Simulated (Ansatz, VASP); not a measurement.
Se: VASP beside Ansatz

```
Se
1.0
    -2.56804    2.56804    1.30780
     2.56804   -2.56804    1.30780
     2.56804    2.56804   -1.30780
Se
2
Direct
  0.62500 0.87500 0.75000
  0.37500 0.12500 0.25000
```

Change from the starting cell: volume scaled by 0.76, LAPW.

Alike in both runs: task single point; functional PBE; k mesh 16 × 16 × 16; occupations fermi-dirac, width 0.1 eV; no spin polarisation.

|  | VASP | Ansatz |
| --- | --- | --- |
| version | VASP 6.6.1 | Ansatz 0.2.0 |
| potentials or method | VASP PAW PBE potentials, release 64 (Se), cutoff 520 eV | all-electron LAPW, scalar-relativistic |

|  | VASP | Ansatz | Ansatz less VASP |
| --- | --- | --- | --- |
| pressure (GPa) | 31.7 | 31.5 | -0.21 |

Both programs put the cell under a high pressure, so it lies far from rest at this level. Ansatz ran all-electron here, and VASP with PAW potentials.
